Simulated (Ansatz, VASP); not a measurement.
# Cu: VASP beside Ansatz

Contents of INCAR:

```
SYSTEM = Cu
  ALGO = Normal
  DIPOL = 0.5 0.5 0.500
  EDIFF = 1E-7
  ENCUT = 520
  IDIPOL = 3
  ISIF = 2
  ISMEAR = -1
  LASPH = .TRUE.
  LCHARG = .FALSE.
  LDIPOL = .TRUE.
  LREAL = .FALSE.
  LWAVE = .FALSE.
  NBANDS = 36
  NELM = 100
  PREC = Accurate
  SIGMA = 0.05
```

Contents of KPOINTS:

```
k-points
0
G
  19 19 1
  0 0 0
```

File POSCAR:

```
Cu
1.0
    2.4873735450      0.0000000000      0.0000000000
   -1.2436867725      2.1541286787      0.0000000000
    0.0000000000      0.0000000000     24.1237000000
Cu
5
Direct
    0.8333333333      0.1666666667      0.3326081044
    0.1666666667      0.8333333333      0.4158717717
    0.5000000000      0.5000000000      0.4999999547
    0.8333333333      0.1666666667      0.5841282051
    0.1666666667      0.8333333333      0.6673919640
```

Input for Ansatz:

```yaml
crystal:
  lattice:
    - [2.487373545, 0.0, 0.0]
    - [-1.2436867725, 2.1541286787, 0.0]
    - [0.0, 0.0, 24.1237]
  atoms:
    - { symbol: Cu, position: [0.8333333333, 0.1666666667, 0.3326081044] }
    - { symbol: Cu, position: [0.1666666667, 0.8333333333, 0.4158717717] }
    - { symbol: Cu, position: [0.5, 0.5, 0.4999999547] }
    - { symbol: Cu, position: [0.8333333333, 0.1666666667, 0.5841282051] }
    - { symbol: Cu, position: [0.1666666667, 0.8333333333, 0.667391964] }
  periodic: [true, true, false]
kpoints:
  mp_grid: { grid: [19, 19, 1] }
scf:
  occupations: { method: fermi_dirac, width: 0.05 }
hamiltonian:
  xc: lda
  pseudopotentials: { kind: all_electron, lapw: { basis_error: 0.001 } }
output:
  forces: true
  stress: true
  eigenvalues: true
```

Alike in both runs: task single point; functional LDA; k mesh 19 × 19 × 1; occupations fermi-dirac, width 0.05 eV; no spin polarisation.

```csv
,VASP,Ansatz
version,VASP 6.6.1,Ansatz 0.2.0
potentials or method,"VASP PAW LDA potentials, release 64 (Cu), cutoff 520 eV","all-electron LAPW, scalar-relativistic"
```

|  | VASP | Ansatz | Ansatz less VASP |
| --- | --- | --- | --- |
| rms of the force components (eV/Å) | 0.011 | 0.001 | -0.0100 |

LDA's correlation is that of Perdew and Zunger in VASP and of Perdew and Wang (1992) in Ansatz. Atom by atom the forces differ by 0.011 eV/Å (rms over components). Ansatz ran all-electron here, and VASP with PAW potentials. Ansatz's warnings: slab cell height set, structure snapped to symmetry.
